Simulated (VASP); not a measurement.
## AlRu: single point with r2SCAN

The system is AlRu.

```
Ru Al
1.0
     2.95117    0.00000    0.00000
     0.00000    2.95117    0.00000
     0.00000    0.00000    2.95117
Ru Al
1 1
Direct
  0.50000 0.50000 0.50000
  0.00000 0.00000 0.00000
```

```yaml
Program: VASP 6.6.1
Task: single point
Functional: r2SCAN
Potentials_or_basis: VASP PAW PBE potentials, release 64 (Ru_pv, Al)
Cutoff: 550 eV
k_mesh: 9 × 9 × 9
Occupations: fermi-dirac, width 0.05 eV
Spin: no spin polarisation
```

```
Pressure               : 7.6 GPa
Band gap on the k mesh : zero (an odd number of electrons rules out a gap without spin polarisation)
```

Levels at points of the mesh, in eV from the Fermi level:
```
           k point  band 6  band 7  band 8  band 9  band 10  band 11  band 12  band 13
(0.00, 0.00, 0.00)   -3.84    0.26    0.26    0.26     6.82     6.82     6.82    10.42
```

It took 70 s on 1 thread of Intel Xeon 8259CL, on a shared host, peak memory 0.15 GiB.

Caveat: the cell stands under pressure; the PAW data sets were made with another functional, which shifts forces and pressure a little.
